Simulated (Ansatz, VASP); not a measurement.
MgO: VASP beside Ansatz

Contents of INCAR:

```
ALGO     = Normal         # electronic algorithm
EDIFF    = 1E-6           # SCF threshold, eV
ENCUT    = 520            # plane-wave cutoff, eV
ISIF     = 2              # what is computed and relaxed
ISMEAR   = 0              # smearing method
LASPH    = T              # aspherical terms in the spheres
LCHARG   = F              # write CHGCAR
LREAL    = F              # projectors in reciprocal space
LWAVE    = F              # write WAVECAR
NBANDS   = 26             # bands
NELM     = 100            # most SCF steps
PREC     = Accurate       # precision mode
SIGMA    = 0.01           # smearing width, eV
```

File KPOINTS:

```
k-points
0
Gamma
  6 6 2
```

The input POSCAR:

```
MgO
1.0
    3.2505941900      0.0000000000      0.0000000000
   -1.6252970900      2.8150971500      0.0000000000
    0.0000000000      0.0000000000     10.3863377300
Mg O
4 4
Direct
    0.3333333273      0.6666666690      0.9696623807
    0.0000000000      0.0000000000      0.2210023099
    0.0000000000      0.0000000000      0.7210023104
    0.6666666696      0.3333333310      0.4696623802
    0.3333333273      0.6666666690      0.7798401506
    0.0000000000      0.0000000000      0.5294933405
    0.0000000000      0.0000000000      0.0294933400
    0.6666666696      0.3333333310      0.2798401502
```

Input for Ansatz:

```yaml
crystal:
  lattice:
    - [3.25059419, 0.0, 0.0]
    - [-1.62529709, 2.81509715, 0.0]
    - [0.0, 0.0, 10.38633773]
  atoms:
    - { symbol: Mg, position: [0.33333332733925025, 0.6666666690348502, 0.9696623806974936] }
    - { symbol: Mg, position: [0.0, 0.0, 0.22100230992584913] }
    - { symbol: Mg, position: [0.0, 0.0, 0.7210023104072508] }
    - { symbol: Mg, position: [0.666666669584389, 0.33333333096514983, 0.46966238021609186] }
    - { symbol: O, position: [0.33333332733925025, 0.6666666690348502, 0.7798401506437438] }
    - { symbol: O, position: [0.0, 0.0, 0.5294933404789255] }
    - { symbol: O, position: [0.0, 0.0, 0.029493339997523845] }
    - { symbol: O, position: [0.666666669584389, 0.33333333096514983, 0.27984015016234215] }
basis:
  ecutwfc: 557.833418042754
kpoints:
  mp_grid:
    grid: [6, 6, 2]
  band_path:
    path:
      - [0.0, 0.0, 0.0]
      - [0.5, 0.0, 0.0]
      - [0.33333, 0.33333, 0.0]
      - [0.0, 0.0, 0.0]
      - [0.0, 0.0, 0.5]
      - [0.5, 0.0, 0.5]
      - [0.33333, 0.33333, 0.5]
    npoints: 4
hamiltonian:
  xc: lda
scf:
  n_extra_bands: 6
  occupations:
    method: fixed
```

Alike in both runs: task single point; functional LDA; k mesh 6 × 6 × 2; no spin polarisation.

|  | VASP | Ansatz |
| --- | --- | --- |
| version | VASP 6.6.1 | Ansatz 0.2.0 |
| potentials or method | VASP PAW LDA potentials, release 64 (Mg, O), cutoff 520 eV | plane waves, PAW |
| occupations | gaussian, width 0.01 eV | fixed |
| valence electrons in the cell | 32 | 64 |

```csv
,VASP,Ansatz,Ansatz less VASP
gap on the k mesh at the Fermi level (eV),3.50,3.51,+0.002
```

LDA's correlation is that of Perdew and Zunger in VASP and of Perdew and Wang (1992) in Ansatz. VASP's potentials hold 32 valence electrons a cell and Ansatz's 64, so a difference there can come from the potentials and not from the codes.
